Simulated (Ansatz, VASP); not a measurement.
## One calculation of TaN, two programs

Contents of INCAR:

```
ALGO     = Normal         # electronic algorithm
EDIFF    = 1E-8           # SCF threshold, eV
ENCUT    = 520            # plane-wave cutoff, eV
GGA      = PE             # functional
ISIF     = 2              # what is computed and relaxed
ISMEAR   = -1             # smearing method
LASPH    = T              # aspherical terms in the spheres
LCHARG   = F              # write CHGCAR
LEFG     = T            
LREAL    = F              # projectors in reciprocal space
LWAVE    = F              # write WAVECAR
NBANDS   = 15             # bands
NELM     = 60             # most SCF steps
PREC     = Accurate       # precision mode
SIGMA    = 0.02           # smearing width, eV
```

Contents of KPOINTS:

```
k-points
0
Gamma
  9 9 9
```

POSCAR

```
TaN
1.0
    0.0000000000      2.1348965245      2.1348965245
    2.1348965245      0.0000000000      2.1348965245
    2.1348965245      2.1348965245      0.0000000000
Ta N
1 1
Direct
    0.5000000000      0.5000000000      0.5000000000
    0.0000000000      0.0000000000      0.0000000000
```

Input for Ansatz:

```yaml
crystal:
  lattice:
    - [0.0, 2.1348965245, 2.1348965245]
    - [2.1348965245, 0.0, 2.1348965245]
    - [2.1348965245, 2.1348965245, 0.0]
  atoms:
    - { symbol: Ta, position: [0.5, 0.5, 0.5] }
    - { symbol: "N", position: [0.0, 0.0, 0.0] }
kpoints:
  mp_grid: { grid: [9, 9, 9] }
scf:
  occupations: { method: fermi_dirac, width: 0.02 }
hamiltonian:
  xc: pbe
  pseudopotentials: { kind: paw }
output:
  forces: true
  stress: true
  eigenvalues: true
  efg: { contact_densities: true }
```

Change from the starting cell: volume scaled by 0.9405, PAW files.

Alike in both runs: task electric field gradients; functional PBE; k mesh 9 × 9 × 9; occupations fermi-dirac, width 0.02 eV; no spin polarisation.

```csv
,VASP,Ansatz
version,VASP 6.6.1,Ansatz 0.2.0
potentials or method,"VASP PAW PBE potentials, release 64 (Ta_pv, N)","PAW with Ansatz's default frozen-core files, scalar-relativistic"
plane-wave cutoff (eV),520,420
valence electrons in the cell,16,18
```

Ansatz gave:

| Item | Value |
| --- | --- |
| pressure (GPa) | 41.9 |

Task: Which values does VASP return?

Result: Pressure (GPa): 43.2.

Both programs put the cell under a high pressure, so it lies far from rest at this level. With one functional, cell and mesh, what is left measures potentials, basis and numerics. VASP's potentials hold 16 valence electrons a cell and Ansatz's 18, so a difference there can come from the potentials and not from the codes.

Neither program's run includes spin-orbit coupling.
